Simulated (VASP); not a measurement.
# Al (Im-3m) in VASP: notebook, part 2 of 2

VASP 6.6.1. Earlier steps stand in the parts before.

## (6) Single point, LDA

INCAR reads:

```
SYSTEM = Al
PREC = Accurate ; ENCUT = 520
EDIFF = 1E-6 ; ISMEAR = 0
SIGMA = 0.02 ; LREAL = .False.
LASPH = .True. ; NELM = 60
ALGO = Normal ; ISIF = 2
LWAVE = .False. ; LCHARG = .False.
NBANDS = 8
```

KPOINTS reads:

```
regular mesh
0
Gamma
  12 12 12
  0 0 0
```

POSCAR reads:

```
Al
1.0
   -1.5912186900      1.5912186900      1.5912186900
    1.5912186900     -1.5912186900      1.5912186900
    1.5912186900      1.5912186900     -1.5912186900
Al
1
Direct
    0.0000000000      0.0000000000      0.0000000000
```

Potentials or basis: VASP PAW LDA potentials, release 64 (Al).

The run is started by

```bash
$ cat potpaw_LDA.64/Al/POTCAR > POTCAR
$ mpirun -np 1 vasp_std > vasp.out
```

OUTCAR:

```text
SYSTEM = Al
   PREC = Accurate
   ENCUT = 520
   EDIFF = 1E-6
   ISMEAR = 0
   LREAL = .False.
   LASPH = .True.
   NELM = 60
   ISIF = 2

 ion  position               nearest neighbor table
   1  0.000  0.000  0.000-

  LATTYP: Found a body centered cubic cell.
 ALAT       =     3.1824373800

  Lattice vectors:

 A1 = (  -1.5912186900,   1.5912186900,   1.5912186900)
 A2 = (   1.5912186900,  -1.5912186900,   1.5912186900)
 A3 = (   1.5912186900,   1.5912186900,  -1.5912186900)

Analysis of symmetry for initial positions (statically):
=====================================================================
 Subroutine PRICEL returns:
 Original cell was already a primitive cell.

 Routine SETGRP: Setting up the symmetry group for a
 body centered cubic supercell.

 Subroutine GETGRP returns: Found 48 space group operations
[... 9 lines left out ...]

 Routine SETGRP: Setting up the symmetry group for a
 body centered cubic supercell.

 Subroutine GETGRP returns: Found 48 space group operations
[... 11 lines left out ...]
                                     Primitive cell

  volume of cell :      16.1157

  direct lattice vectors                    reciprocal lattice vectors
    -1.591218690  1.591218690  1.591218690     0.000000000  0.314224565  0.314224565
     1.591218690 -1.591218690  1.591218690     0.314224565  0.000000000  0.314224565
     1.591218690  1.591218690 -1.591218690     0.314224565  0.314224565  0.000000000

  length of vectors
     2.756071617  2.756071617  2.756071617     0.444380641  0.444380641  0.444380641

  position of ions in fractional coordinates (direct lattice)
     0.000000000  0.000000000  0.000000000

  ion indices of the primitive-cell ions
   primitive index   ion index
                 1           1

----------------------------------------------------------------------------------------

 KPOINTS: regular mesh

[... 79 lines left out ...]
   NUPDOWN=      -1.0000    fix difference up-down
   EMIN   =  10.00;   EMAX   =-10.00  energy-range for DOS
   EFERMI =   0.00;   METHOD = LEGACY
   ISMEAR =     0;   SIGMA  =   0.02  broadening in eV -4-tet -1-fermi 0-gaus
   EFERMI_NEDOS =   21; number of points for ismear=-14 and -15
   IALGO  =     38    algorithm
   IMIX   =      4    mixing-type and parameters
     AMIX     =   0.40;   BMIX     =  1.00
     AMIX_MAG =   1.60;   BMIX_MAG =  1.00
  volume/ion in A,a.u.               =      16.12       108.75
  Fermi-wavevector in a.u.,A,eV,Ry     =   0.934757  1.766435 11.888371  0.873771
  Thomas-Fermi vector in A             =   2.061595
   LORBIT       =      0    0 simple, 1 ext, 2 COOP (PROOUT), +10 PAW based schemes
   GGA     = CA    functional components
   LHFCALC =     F    Hartree Fock is set to
   AEXX    =    0.0000 exact exchange contribution
   IVDW    =     0    specifies the selected vdW correction
   LEPSILON=     F    determine dielectric tensor
   LRPA    =     F    only Hartree local field effects (RPA)
 non-spin polarized calculation
 Gauss-broadening in eV      SIGMA  =   0.02
  energy-cutoff  :      520.00
  volume of cell :       16.12
 maximum number of plane-waves:       466
   NGX = 11   NGY = 11   NGZ = 11

 number of electron       3.0000000 magnetization

 Free energy of the ion-electron system (eV)
  ---------------------------------------------------
  ext. energy  EPLUGINS =         0.00000000
  ---------------------------------------------------
  free energy    TOTEN  =        -4.08577699 eV

  energy without entropy =       -4.08564216  energy(sigma->0) =       -4.08570957

 E-fermi :   8.0113     XC(G=0): -10.4348

 val. band max:        7.9235717766   @ k =   0.3333   0.0833   0.0000
 cond. band min:       8.0190384963   @ k =   0.3333   0.2500   0.0833
 fundamental gap:      0.0954667197
 Fermi energy:         8.0112812055

 k-point     1 :       0.0000    0.0000    0.0000
  band No.  band energies     occupation
      1      -3.2203      2.00000
      2      21.3745      0.00000
      3      21.3745      0.00000
      4      21.3745      0.00000
      5      22.8117      0.00000
      6      22.8117      0.00000
      7      22.8117      0.00000
      8      24.5059      0.00000
[... 243 lines left out ...]
 k-point    24 :       0.4167    0.0833    0.0833
  band No.  band energies     occupation
      1       4.0484      2.00000
      2       4.5330      2.00000
      3      13.0313      0.00000
      4      13.6674      0.00000
      5      22.1211      0.00000
      6      22.6449      0.00000
      7      29.0781      0.00000
      8      30.3576      0.00000

 [... further k-points ...]
[... 5 lines left out ...]
  --------------------------------------------------------------------------------------
  -------------------------------------------------------------------------------------
  Total        0.0561945      0.0561945      0.0561945      0.0000000     -0.0000000      0.0000000
  in kB        5.5866913      5.5866913      5.5866913      0.0000000     -0.0000000      0.0000000
  external PRESSURE =       5.5866913 kB  Pullay stress =       0.0000000 kB

 VOLUME and BASIS-vectors are now :
 -----------------------------------------------------------------------------
  energy-cutoff  :      520.00
  volume of cell :       16.12
      direct lattice vectors                 reciprocal lattice vectors
    -1.591218690  1.591218690  1.591218690     0.000000000  0.314224565  0.314224565
     1.591218690 -1.591218690  1.591218690     0.314224565  0.000000000  0.314224565
     1.591218690  1.591218690 -1.591218690     0.314224565  0.314224565  0.000000000

 POSITION                                       TOTAL-FORCE (eV/Angst)
 -----------------------------------------------------------------------------------
      0.00000      0.00000      0.00000         0.000000      0.000000     -0.000000
 -----------------------------------------------------------------------------------
    total drift:                                0.000000     -0.000000      0.000000

  FREE ENERGIE OF THE ION-ELECTRON SYSTEM (eV)
  ---------------------------------------------------
  free  energy   TOTEN  =        -4.0857769889 eV

  energy  without entropy=       -4.0856421578  energy(sigma->0) =       -4.08570957
```

OSZICAR:

```text
N       E                     dE             d eps       ncg     rms          rms(c)
DAV:   1    -0.267012080753E+01   -0.26701E+01   -0.86446E+02  1192   0.204E+02
DAV:   2    -0.410927560226E+01   -0.14392E+01   -0.14188E+01  1640   0.192E+01
DAV:   3    -0.411614431024E+01   -0.68687E-02   -0.68687E-02  1416   0.138E+00
DAV:   4    -0.411615913099E+01   -0.14821E-04   -0.14821E-04  1704   0.610E-02
DAV:   5    -0.411615916482E+01   -0.33837E-07   -0.33855E-07  1408   0.208E-03    0.135E+00
DAV:   6    -0.409755104543E+01    0.18608E-01   -0.29848E-03  1272   0.210E-01    0.748E-01
DAV:   7    -0.408580229066E+01    0.11749E-01   -0.73655E-03  1312   0.323E-01    0.158E-01
DAV:   8    -0.408577706426E+01    0.25226E-04   -0.30090E-05  1496   0.348E-02    0.126E-02
DAV:   9    -0.408577698886E+01    0.75409E-07   -0.16111E-07  1456   0.202E-03
   1 F= -.40857770E+01 E0= -.40857096E+01  d E =-.134831E-03
```

stdout:

```text
POSCAR found type information on POSCAR Al
 POSCAR found :  1 types and       1 ions
 scaLAPACK will be used
 LDA part: xc-table for (Slater(with rela. corr.)+CA(PZ))
 , standard interpolation
 POSCAR, INCAR and KPOINTS ok, starting setup
 FFT: planning ... GRIDC
 FFT: planning ... GRID_SOFT
 FFT: planning ... GRID
 WAVECAR not read
 entering main loop
```

It took 6.5 s on 1 thread of AMD EPYC 7R13, shared host; peak memory 0.08 GiB.

Results:

```
Free energy : -4.0858 eV
Pressure    : 0.6 GPa
```

Levels at points of the mesh, in eV from the Fermi level:
| k point | band 1 | band 2 | band 3 | band 4 | band 5 | band 6 |
| --- | --- | --- | --- | --- | --- | --- |
| (0.00, 0.00, 0.00) | -11.23 | 13.36 | 13.36 | 13.36 | 14.80 | 14.80 |
| (0.50, 0.00, 0.00) | -4.34 | -3.87 | 8.25 | 8.36 | 10.12 | 11.57 |
| (0.50, 0.50, 0.50) | 1.91 | 1.91 | 1.91 | 3.05 | 3.05 | 5.69 |

## (7) The runs side by side

```tsv
task	level	potentials or basis	cell	cutoff (eV)	smearing	gap on the mesh (eV)	pressure (GPa)
relaxation of cell and atoms	PBEsol	VASP PAW PBE potentials, release 64 (Al)	relaxed to 20 GPa	600	fermi-dirac 0.05 eV	none	20.0
relaxation of cell and atoms	PBEsol	VASP PAW PBE potentials, release 64 (Al)	relaxed to 30 GPa	600	fermi-dirac 0.05 eV	none	30.0
single point	LDA	VASP PAW LDA potentials, release 64 (Al)	as given	520	gaussian 0.05 eV	none	0.6
single point	RPBE	VASP PAW PBE potentials, release 64 (Al)	as given	520	gaussian 0.02 eV	none	5.2
single point	LDA	VASP PAW LDA potentials, release 64 (Al)	as given	520	gaussian 0.02 eV	none	0.6
```

Alike in all rows: no spin polarisation; k mesh 12 × 12 × 12.

Caveats: the PAW data sets were made with another functional, which shifts forces and pressure a little (some runs); the cell is relaxed towards a set pressure, so the enthalpy falls and the energy may rise (some runs).

Total energies depend on the potentials used, so only differences within one code and one set of settings carry meaning.
